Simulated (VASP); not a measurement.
Wanted: the native input for a VASP 6.6.1 run.

```yaml
Task: single point
Functional: PBEsol
Potentials_or_basis: VASP PAW PBE potentials, release 64 (In_d, H)
Cutoff: 520 eV
k_mesh: 3 × 3 × 3
Occupations: gaussian, width 0.1 eV
Spin: no spin polarisation
Dipole_correction: no
Further_INCAR_settings: LREAL = Auto; ALGO = Normal; EDIFF = 1e-06; NBANDS = 118
```

The structure of In16H (a cell with a defect) lies in POSCAR:

```
In16H
1.0
    7.4517846848      0.0000000000      0.0000000000
    0.0000000000      7.4517846848      0.0000000000
    0.0000000000      0.0000000000      7.4517846848
In H
16 1
Direct
   -0.0015068873     -0.0194662093     -0.0014095952
    0.5029796429     -0.0218543620     -0.0011889769
   -0.0118582331      0.5104842881      0.0011889769
    0.0097573941      0.0120584536      0.5025753103
    0.2506109716      0.2700315542      0.2517584819
    0.5119384364      0.5122317890      0.0013971150
    0.4899383375      0.0102077560      0.5022920224
    0.7489091857      0.2380087556      0.2403124991
   -0.0195480688      0.4936973028      0.4981095344
    0.2491985583      0.7409953768      0.2624795378
    0.2508038113      0.2745813368      0.7453818427
    0.5192670164      0.4955088152      0.4978873058
    0.7511874318      0.7579289041      0.2692379188
    0.7486735374      0.2416787489      0.7604740662
    0.2493889825      0.7378865913      0.7376286665
    0.7509481603      0.7544912042      0.7314951023
    0.2533128747      0.1256948556     -0.0068273578
```

The input as run:

INCAR

```
ALGO     = Normal         # electronic algorithm
EDIFF    = 1E-6           # SCF threshold, eV
ENCUT    = 520            # plane-wave cutoff, eV
GGA      = PS             # functional
ISIF     = 2              # what is computed and relaxed
ISMEAR   = 0              # smearing method
LASPH    = T              # aspherical terms in the spheres
LCHARG   = T              # write CHGCAR
LELF     = T              # ELF
LREAL    = Auto         
LVHAR    = T            
LWAVE    = F              # write WAVECAR
NBANDS   = 118            # bands
NELM     = 100            # most SCF steps
PREC     = Accurate       # precision mode
SIGMA    = 0.1            # smearing width, eV
```

KPOINTS

```
k-points
0
Gamma
  3 3 3
```

Potentials or basis: VASP PAW PBE potentials, release 64 (In_d, H).

The run is started by

```console
$ cat potpaw_PBE.64/In_d/POTCAR potpaw_PBE.64/H/POTCAR > POTCAR
$ mpirun -np 1 vasp_std > vasp.out
```

It gave:

```json
{
 "Pressure": "0.5 GPa",
 "Largest force": "0.030 eV/Å"
}
```

Caveat: the PAW data sets were made with another functional, which shifts forces and pressure a little.

Wall time 25 min on 1 thread of Intel(R) Xeon(R) Platinum 8175M CPU @ 2.50GHz (Skylake/Cascade Lake), on a shared host, peak memory 0.66 GiB.
